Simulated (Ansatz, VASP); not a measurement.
HfO2 in VASP and in Ansatz

POSCAR

```
HfO2
1.0
    5.3218317680      0.0000000000      0.0000000000
    0.0000000000      5.1029212315      0.0000000000
    0.0000000000      0.0000000000      5.1313902082
Hf O
4 8
Direct
    0.9669940000      0.7325208200      0.7414403500
    0.5330060000      0.7325208200      0.2414403500
    0.4669940000      0.2674791800      0.7414403500
    0.0330060000      0.2674791800      0.2414403500
    0.6321274500      0.9286454000      0.8792672600
    0.8678725500      0.9286454000      0.3792672600
    0.2339485200      0.5398830500      0.4922923900
    0.2660514800      0.5398830500      0.9922923900
    0.7660514800      0.4601169500      0.9922923900
    0.7339485200      0.4601169500      0.4922923900
    0.1321274500      0.0713546000      0.8792672600
    0.3678725500      0.0713546000      0.3792672600
```

INCAR.step1

```
PREC = Accurate ; ENCUT = 520
ISMEAR = -1 ; SIGMA = 0.05
LREAL = F ; LASPH = T
NELM = 100 ; NBANDS = 56
GGA = PE ; ALGO = Normal
EDIFF = 1E-4 ; LWAVE = T
LCHARG = F
```

Contents of INCAR.step2:

```
PREC = Accurate ; ENCUT = 520
EDIFF = 1E-7 ; ISMEAR = -1
SIGMA = 0.05 ; LREAL = F
LASPH = T ; NELM = 100
ALGO = Normal ; ISIF = 2
LWAVE = F ; LCHARG = F
METAGGA = R2SCAN ; LMIXTAU = T
IVDW = 13 ; VDW_S6 = 1.0
VDW_S8 = 0.6018749 ; VDW_A1 = 0.51559235
VDW_A2 = 5.77342911 ; NBANDS = 56
ISTART = 1
```

Contents of KPOINTS:

```
regular mesh
0
Gamma
  5 6 5
```

The input input.yaml:

```yaml
crystal:
  lattice:
    - [5.321831768, 0.0, 0.0]
    - [0.0, 5.1029212315, 0.0]
    - [0.0, 0.0, 5.1313902082]
  atoms:
    - { symbol: Hf, position: [0.966994, 0.73252082, 0.74144035] }
    - { symbol: Hf, position: [0.533006, 0.73252082, 0.24144035] }
    - { symbol: Hf, position: [0.466994, 0.26747918, 0.74144035] }
    - { symbol: Hf, position: [0.033006, 0.26747918, 0.24144035] }
    - { symbol: O, position: [0.63212745, 0.9286454, 0.87926726] }
    - { symbol: O, position: [0.86787255, 0.9286454, 0.37926726] }
    - { symbol: O, position: [0.23394852, 0.53988305, 0.49229239] }
    - { symbol: O, position: [0.26605148, 0.53988305, 0.99229239] }
    - { symbol: O, position: [0.76605148, 0.46011695, 0.99229239] }
    - { symbol: O, position: [0.73394852, 0.46011695, 0.49229239] }
    - { symbol: O, position: [0.13212745, 0.0713546, 0.87926726] }
    - { symbol: O, position: [0.36787255, 0.0713546, 0.37926726] }
hamiltonian:
  xc: r2scan
  pseudopotentials: { kind: paw }
  dispersion: d4
kpoints:
  mp_grid: { grid: [5, 6, 5] }
scf:
  occupations: { method: fermi_dirac, width: 0.05 }
output:
  forces: true
  stress: true
  eigenvalues: true
```

Alike in both runs: task single point; functional r2SCAN; dispersion D4; k mesh 5 × 6 × 5; occupations fermi-dirac, width 0.05 eV; no spin polarisation.

```csv
,VASP,Ansatz
version,VASP 6.6.1,Ansatz 0.2.0
potentials or method,"VASP PAW PBE potentials, release 64 (Hf_pv, O)",Ansatz PAW
plane-wave cutoff (eV),520,500
valence electrons in the cell,88,152
```

Ansatz gave:

```
gap on the k mesh at the Fermi level (eV)                     : 4.78
least direct gap on the mesh (eV)                             : 4.99
pressure (GPa)                                                : -11.6
traceless stress, the component that is largest in VASP (GPa) : -0.56
rms of the force components (eV/Å)                            : 0.091
```

Task: Which values does VASP return?

Result: gap on the k mesh at the Fermi level (eV): 4.73; least direct gap on the mesh (eV): 4.95; pressure (GPa): -14.9; traceless stress, the component that is largest in VASP (GPa): -0.63; rms of the force components (eV/Å): 0.116.

VASP's potentials were made for PBE, not for r2SCAN. Atom by atom the forces differ by 0.028 eV/Å (rms over components). VASP's potentials hold 88 valence electrons a cell and Ansatz's 152, so a difference there can come from the potentials and not from the codes.

Spin-orbit coupling is off throughout. Noted on Ansatz's run: odd divisions of the mesh miss points on the zone boundary, where band edges often lie, so the gap on the mesh can be too wide.
